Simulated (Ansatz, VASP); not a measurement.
# Pb in VASP and in Ansatz

```
Pb
1.0
     3.61920    0.00000    0.00000
    -1.80960    3.13432    0.00000
     0.00000    0.00000    5.14280
Pb
2
Direct
  0.33333 0.66667 0.25000
  0.66667 0.33333 0.75000
```

Change from the starting cell: strain +0.040 along x and y, -0.080 along z, atoms carried along.

Alike in both runs: task single point; functional PBEsol; k mesh 18 × 18 × 10; occupations gaussian, width 0.15 eV; no spin polarisation.

```csv
,VASP,Ansatz
version,VASP 6.6.1,Ansatz 0.2.0
potentials or method,"VASP PAW PBE potentials, release 64 (Pb_d), cutoff 520 eV","scalar-relativistic, plane waves, PAW"
valence electrons in the cell,28,28
```

|  | VASP | Ansatz | Ansatz less VASP |
| --- | --- | --- | --- |
| gap on the k mesh at the Fermi level (eV) | none | none | - |
| pressure (GPa) | 1.9 | 2.0 | +0.08 |
| traceless stress, the component that is largest in VASP (GPa) | 3.39 | 3.40 | +0.004 |

VASP's potentials were made for PBE, not for PBEsol. A gap of «none» marks a metal or a gap that the smearing closes.

Neither program's run includes spin-orbit coupling.
